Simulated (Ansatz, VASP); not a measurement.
Two plane-wave programs on MoS2

File INCAR:

```
  PREC = Accurate
  ENCUT = 520
  EDIFF = 1E-7
  ISMEAR = 0
  SIGMA = 0.05
  LREAL = F
  LASPH = T
  NELM = 100
  ALGO = Normal
  ISIF = 2
  LWAVE = F
  LCHARG = T
  GGA = PE
  IVDW = 12
  LELF = T
  LVHAR = T
  NBANDS = 20
```

The input KPOINTS:

```
Automatic mesh
0
Gamma
  12 12 12
```

File POSCAR:

```
MoS2
1.0
    1.6642322810      0.9608449554      5.3807934573
   -1.6642322810      0.9608449554      5.3807934573
    0.0000000000     -1.9216899109      5.3807934573
Mo S
1 2
Direct
    0.0000172715      0.0000172715      0.0000172715
    0.7535591261      0.7535591261      0.7535591261
    0.5797236023      0.5797236023      0.5797236023
```

Input for Ansatz:

```yaml
crystal:
  lattice:
    - [1.664232281, 0.9608449554, 5.3807934573]
    - [-1.664232281, 0.9608449554, 5.3807934573]
    - [0.0, -1.9216899109, 5.3807934573]
  atoms:
    - { symbol: Mo, position: [1.72715e-05, 1.72715e-05, 1.72715e-05] }
    - { symbol: S, position: [0.7535591261, 0.7535591261, 0.7535591261] }
    - { symbol: S, position: [0.5797236023, 0.5797236023, 0.5797236023] }
basis:
  ecutwfc: 420
kpoints:
  mp_grid: { grid: [12, 12, 12] }
hamiltonian:
  xc: pbe
  dispersion: d3bj
scf:
  occupations: { method: gaussian, width: 0.05 }
output:
  forces: true
  stress: true
  eigenvalues: true
```

Alike in both runs: task single point; functional PBE; dispersion D3(BJ); k mesh 12 × 12 × 12; occupations gaussian, width 0.05 eV; no spin polarisation.

|  | VASP | Ansatz |
| --- | --- | --- |
| version | VASP 6.6.1 | Ansatz 0.2.0 |
| potentials or method | VASP PAW PBE potentials, release 64 (Mo_sv, S), cutoff 520 eV | scalar-relativistic, plane waves, PAW |
| valence electrons in the cell | 26 | 26 |

|  | VASP | Ansatz | Ansatz less VASP |
| --- | --- | --- | --- |
| gap on the k mesh at the Fermi level (eV) | none | none | - |
| pressure (GPa) | 1.8 | 1.9 | +0.12 |
| traceless stress, the component that is largest in VASP (GPa) | 17.00 | 16.85 | -0.149 |
| rms of the force components (eV/Å) | 0.840 | 0.841 | +0.0013 |

Atom by atom the forces differ by 0.002 eV/Å (rms over components). A gap of «none» marks a metal or a gap that the smearing closes.
